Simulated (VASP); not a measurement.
Runs of VASP 6.6.1 on Rb3Mg. The structure is that of space group P4/mmm (No. 123), or close to it. The cells are those of the table. 

```csv
task,cell,k mesh,cutoff (eV),gap on the mesh (eV),pressure (GPa),largest force (eV/Å)
single point,"a = 4.128, b = 4.128, c = 8.365 Å, 4 atoms",4 × 4 × 2,520,none,8.3,0.66
relaxation of cell and atoms,"relaxed from a = 4.128, b = 4.128, c = 8.365 Å, 4 atoms",4 × 4 × 2,600,none,0.0,-
single point,"a = 4.759, b = 4.759, c = 12.201 Å, 4 atoms",10 × 10 × 4,520,none,0.0,0.01
single point,"a = 4.912, b = 4.912, c = 11.631 Å, 4 atoms",4 × 4 × 2,520,none,(a),0.01
```

Alike in all rows: level PBE; potentials or basis VASP PAW PBE potentials, release 64 (Rb_sv, Mg); no spin polarisation; smearing gaussian 0.1 eV.

Fill in the values left out.

(a) -0.1.

Caveats: some runs use coarse meshes.

A k mesh can miss the band edges, and the runs leave out spin-orbit coupling on Rb.

A gap of «none» marks levels without a gap at the run's occupations.
